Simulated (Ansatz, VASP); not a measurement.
Two plane-wave programs on Rb

```
Rb
1.0
    -2.81525    2.79968    2.81204
     2.81857   -2.82669    2.84237
     2.79526    2.80670   -2.83905
Rb
1
Direct
  0.00000 0.00000 0.00000
```

Alike in both runs: task single point; functional PBE; k mesh 5 × 5 × 5; no spin polarisation.

|  | VASP | Ansatz |
| --- | --- | --- |
| version | VASP 6.6.1 | Ansatz 0.2.0 |
| potentials or method | VASP PAW PBE potentials, release 64 (Rb_sv), cutoff 520 eV | plane waves, PAW |
| occupations | fermi-dirac, width 0.1 eV | fermi-dirac |
| valence electrons in the cell | 9 | 9 |

|  | VASP | Ansatz | Ansatz less VASP |
| --- | --- | --- | --- |
| pressure (GPa) | 0.1 | 0.1 | 0.00 |

Ansatz's warnings: stress scf threshold loose.
